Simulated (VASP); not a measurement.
Here is a VASP 6.6.1 calculation.

INCAR

```
SYSTEM = Ba
PREC = Accurate
ENCUT = 520
EDIFF = 1E-6
ISMEAR = 0
SIGMA = 0.1
LREAL = .False.
LASPH = .True.
NELM = 60
ALGO = Fast
ISIF = 2
LWAVE = .False.
LCHARG = .True.
GGA = PE
LELF = .True.
LVHAR = .True.
NBANDS = 11
```

KPOINTS

```
Automatic mesh
0
Gamma
  12 12 8
  0 0 0
```

Contents of POSCAR:

```
Ba
1.0
    2.0468459000     -3.7556310000      0.0000000000
    2.0468459000      3.7556310000      0.0000000000
    0.0000000000      0.0000000000      5.8996140000
Ba
1
Direct
    0.0000000000      0.0000000000      0.0000000000
```

Potentials or basis: VASP PAW PBE potentials, release 64 (Ba_sv).

Run with:

```console
$ cat potpaw_PBE.64/Ba_sv/POTCAR > POTCAR
$ mpirun -np 1 vasp_std > vasp.out
```

(1) Predict the pressure.

(2) Predict the band gap on the k mesh.

Results:

(1) 0.1 GPa.

(2) zero (bands 5 and 6 overlap by 0.89 eV).

Caveat: the cell differs from its parent crystal (strained); spin-orbit coupling is left out, which moves the levels of the heavy elements.
